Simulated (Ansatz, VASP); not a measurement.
One calculation of GaMo, two programs

```xyz
4
Lattice="3.3065 0.0000 0.0000 0.0000 3.3065 0.0000 0.0000 0.0000 5.7048" Properties=species:S:1:pos:R:3 pbc="T T T"
Ga    0.0000    1.6533    3.5467
Ga    1.6533    0.0000    2.1581
Mo    1.6533    0.0000    5.0488
Mo    0.0000    1.6533    0.6560
```

Alike in both runs: functional PBE; k mesh 6 × 6 × 3; occupations gaussian, width 0.2 eV; no spin polarisation.

Ansatz relaxed the structure, and its values are those at the end. VASP's run is a single point on that final structure, the one shown.

|  | VASP | Ansatz |
| --- | --- | --- |
| version | VASP 6.6.1 | Ansatz 0.2.0 |
| potentials or method | VASP PAW PBE potentials, release 64 (Ga_d, Mo_sv), cutoff 520 eV | scalar-relativistic, plane waves, PAW |
| valence electrons in the cell | 54 | 54 |

Ansatz gave:

- gap on the k mesh at the Fermi level (eV): none
- pressure (GPa): 0.0
- rms of the force components (eV/Å): 0.004

Question: What did VASP give for the same quantities?

Answer: gap on the k mesh at the Fermi level (eV): none; pressure (GPa): 0.5; rms of the force components (eV/Å): 0.009.

A gap of «none» marks a metal or a gap that the smearing closes.

The k mesh is coarse, so the values compare programs but aren't converged.
